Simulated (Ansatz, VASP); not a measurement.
Hf: VASP beside Ansatz

File INCAR:

```
PREC     = Accurate       # precision mode
ENCUT    = 520            # plane-wave cutoff, eV
EDIFF    = 1E-6           # SCF threshold, eV
ISMEAR   = -1             # smearing method
SIGMA    = 0.1            # smearing width, eV
LREAL    = False          # projectors in reciprocal space
LASPH    = True           # aspherical terms in the spheres
NELM     = 80             # most SCF steps
ALGO     = Normal         # electronic algorithm
ISIF     = 2              # what is computed and relaxed
LWAVE    = False          # write WAVECAR
LCHARG   = False          # write CHGCAR
GGA      = RE             # functional
NBANDS   = 11             # bands
```

KPOINTS

```
regular mesh
0
Gamma
  14 14 14
```

POSCAR

```
Hf
1.0
    0.0000000000      2.2589198146      2.2589198146
    2.2589198146      0.0000000000      2.2589198146
    2.2589198146      2.2589198146      0.0000000000
Hf
1
Direct
    0.0000000000      0.0000000000      0.0000000000
```

Input for Ansatz:

```yaml
crystal:
  lattice:
    - [0.0, 2.2589198146, 2.2589198146]
    - [2.2589198146, 0.0, 2.2589198146]
    - [2.2589198146, 2.2589198146, 0.0]
  atoms:
    - { symbol: Hf, position: [0.0, 0.0, 0.0] }
hamiltonian:
  xc: revpbe
  pseudopotentials:
    kind: paw
    azcp:
      Hf: "pseudopotentials/Hf.paw.azcp"
basis:
  ecutwfc: 420
  fft_grid_basis: typed
kpoints:
  mp_grid: { grid: [14, 14, 14], shift: [0, 0, 0] }
magnetization:
  spin_polarized: false
scf:
  occupations: { method: fermi_dirac, width: 0.1 }
  lower_state_search: "off"
output:
  stress: true
  write_density: true
  write_potential: true
  elf: true
  volumetric_format: npy
```

Alike in both runs: task single point; functional revPBE; k mesh 14 × 14 × 14; occupations fermi-dirac, width 0.1 eV; no spin polarisation.

|  | VASP | Ansatz |
| --- | --- | --- |
| version | VASP 6.6.1 | Ansatz 0.2.0 |
| potentials or method | VASP PAW PBE potentials, release 64 (Hf_pv), cutoff 520 eV | plane waves (420 eV) with PAW, scalar-relativistic |
| valence electrons in the cell | 10 | 26 |

VASP gave:

- pressure (GPa): -0.4

Question: Which values does Ansatz return?

Answer: Pressure (GPa): 0.0.

VASP's potentials were made for PBE, not for revPBE. VASP's potentials hold 10 valence electrons a cell and Ansatz's 26, so a difference there can come from the potentials and not from the codes.

Spin-orbit coupling is off throughout.
